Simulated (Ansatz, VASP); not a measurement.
**In3GaN2 in VASP and in Ansatz**

```xyz
6
Lattice="5.9004 0.0000 0.0000 0.0000 5.9004 0.0000 0.0000 0.0000 7.5843" Properties=species:S:1:pos:R:3 pbc="T T T"
In    0.0000    2.9502    3.7922
In    2.9502    0.0000    3.7922
In    2.9502    2.9502    3.7922
Ga    2.9502    2.9502    0.0000
N     2.9502    2.9502    5.8403
N     2.9502    2.9502    1.7440
```

Alike in both runs: functional PBE; k mesh 4 × 4 × 4; occupations gaussian, width 0.1 eV; no spin polarisation.

Ansatz relaxed the structure, and its values are those at the end. VASP's run is a single point on that final structure, the one shown.

|  | VASP | Ansatz |
| --- | --- | --- |
| version | VASP 6.6.1 | Ansatz 0.2.0 |
| potentials or method | VASP PAW PBE potentials, release 64 (In_d, Ga_d, N), cutoff 520 eV | scalar-relativistic, plane waves, PAW |
| valence electrons in the cell | 62 | 62 |

Ansatz gave:

```
gap on the k mesh at the Fermi level (eV) : none
pressure (GPa)                            : 0.1
rms of the force components (eV/Å)        : 0.001
```

Problem. Estimate VASP's values.

Solution. gap on the k mesh at the Fermi level (eV): none; pressure (GPa): 0.1; rms of the force components (eV/Å): 0.023.

A gap of «none» marks a metal or a gap that the smearing closes. The functional is the same, so the differences come from potentials, cutoffs and numerics.
